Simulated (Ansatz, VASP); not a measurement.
Au: VASP beside Ansatz

Contents of POSCAR:

```
Au
1.0
   -1.6324099650      1.6324099650      1.7069870700
    1.6324099650     -1.6324099650      1.7069870700
    1.6324099650      1.6324099650     -1.7069870700
Au
1
Direct
    0.0000000000      0.0000000000      0.0000000000
```

The input INCAR.step1:

```
PREC = Accurate ; ENCUT = 520
ISMEAR = 0 ; SIGMA = 0.15
LREAL = False ; LASPH = True
NELM = 100 ; NBANDS = 12
GGA = PE ; ALGO = Normal
EDIFF = 1E-4 ; LWAVE = True
LCHARG = False
```

INCAR.step2

```
PREC = Accurate ; ENCUT = 520
EDIFF = 1E-6 ; ISMEAR = 0
SIGMA = 0.15 ; LREAL = False
LASPH = True ; NELM = 100
ALGO = Normal ; ISIF = 2
LWAVE = False ; LCHARG = False
METAGGA = R2SCAN ; LMIXTAU = True
NBANDS = 12 ; ISTART = 1
```

KPOINTS

```
regular mesh
0
Gamma
  20 20 20
```

Input for Ansatz:

```yaml
crystal:
  lattice:
    - [-1.632409965, 1.632409965, 1.70698707]
    - [1.632409965, -1.632409965, 1.70698707]
    - [1.632409965, 1.632409965, -1.70698707]
  atoms:
    - { symbol: Au, position: [0.0, 0.0, 0.0] }
basis:
  ecutwfc: 500
kpoints:
  mp_grid: { grid: [20, 20, 20] }
hamiltonian:
  xc: r2scan
scf:
  occupations: { method: gaussian, width: 0.15 }
output:
  forces: true
  stress: true
  eigenvalues: true
```

Change from the starting cell: strain -0.015 along x and y, +0.030 along z, atoms carried along.

Alike in both runs: task single point; functional r2SCAN; k mesh 20 × 20 × 20; occupations gaussian, width 0.15 eV; no spin polarisation.

```csv
,VASP,Ansatz
version,VASP 6.6.1,Ansatz 0.2.0
potentials or method,"VASP PAW PBE potentials, release 64 (Au), cutoff 520 eV","scalar-relativistic, plane waves, PAW"
valence electrons in the cell,11,19
```

Ansatz gave:

```
gap on the k mesh at the Fermi level (eV)                     : none
pressure (GPa)                                                : -4.6
traceless stress, the component that is largest in VASP (GPa) : 0.21
```

Question: What did VASP give for the same quantities?

Answer: gap on the k mesh at the Fermi level (eV): none; pressure (GPa): -4.4; traceless stress, the component that is largest in VASP (GPa): 0.22.

VASP's potentials were made for PBE, not for r2SCAN. A gap of «none» marks a metal or a gap that the smearing closes. With one functional, cell and mesh, what is left measures potentials, basis and numerics. VASP's potentials hold 11 valence electrons a cell and Ansatz's 19, so a difference there can come from the potentials and not from the codes.

Spin-orbit coupling is off throughout.
